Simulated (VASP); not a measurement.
# SnSe2: single point with PBE+D3(BJ)

Crystal: SnSe2.

```
CELL_PARAMETERS angstrom
1.90550 -3.30042 0.00000
0.00000 0.00000 -6.13700
12.19520 5.28067 0.00000
ATOMIC_POSITIONS crystal
Sn 0.65000 0.00000 0.87500
Sn 0.45000 0.00000 0.12500
Sn 0.85000 0.00000 0.37500
Sn 0.25000 0.00000 0.62500
Se 0.11667 0.75000 0.95833
Se 0.91667 0.75000 0.20833
Se 0.31667 0.75000 0.45833
Se 0.71667 0.75000 0.70833
Se 0.98333 0.25000 0.04167
Se 0.38333 0.25000 0.29167
Se 0.78333 0.25000 0.54167
Se 0.18333 0.25000 0.79167
```

This cell differs from its parent crystal: the part above a cut slid along it.

- Program: VASP 6.6.1
- Task: single point
- Functional: PBE
- Dispersion: D3(BJ)
- Potentials or basis: VASP PAW PBE potentials, release 64 (Sn_d, Se)
- Cutoff: 520 eV
- k mesh: 7 × 5 × 2
- Occupations: gaussian, width 0.05 eV
- Spin: no spin polarisation
- Dipole correction: no
- Further INCAR settings: ALGO = Normal; EDIFF = 1e-07; NBANDS = 64

| Quantity | Value |
| --- | --- |
| Pressure | 3.2 GPa |
| Largest force | 0.996 eV/Å |
| Band gap on the k mesh | zero (bands 52 and 53 overlap by 0.23 eV) |
| Dispersion energy per atom | -0.360 eV |

Forces on the atoms (eV/Å):
```
Sn  -0.597 -0.501  0.116
Sn   0.597  0.501 -0.116
Sn   0.081  0.063 -0.056
Sn  -0.081 -0.063  0.056
Se   0.448 -0.596  0.661
Se   0.145  0.128  0.859
Se   0.012  0.018  0.755
Se   0.041  0.008  0.675
Se  -0.448  0.596 -0.661
Se  -0.041 -0.008 -0.675
Se  -0.012 -0.018 -0.755
Se  -0.145 -0.128 -0.859
```

Stress tensor (GPa, compression positive):
```
 3.07  2.13  0.78
 2.13  2.83 -0.69
 0.78 -0.69  3.84
```

Levels at points of the mesh, in eV from the Fermi level:
```csv
k point,band 48,band 49,band 50,band 51,band 52,band 53,band 54,band 55,band 56,band 57
"(0.00, 0.00, 0.00)",-0.51,-0.45,-0.42,-0.38,-0.14,-0.07,1.13,1.52,1.68,2.78
"(0.00, 0.00, 0.50)",-0.69,-0.45,-0.44,-0.27,-0.10,0.36,1.15,1.26,1.90,3.20
```

Run time: 74 s on 1 × NVIDIA H100 80GB with 1 thread of Intel(R) Xeon(R) Platinum 8481C CPU @ 2.70GHz (Sapphire Rapids) (shared host), peak memory 1.6 GiB.

Caveat: the cell differs from its parent crystal (the part above a cut slid along it); the cell stands under pressure; semilocal functionals underestimate gaps, and a narrow one can read as zero; spin-orbit coupling is left out, which moves the levels of the heavy elements.
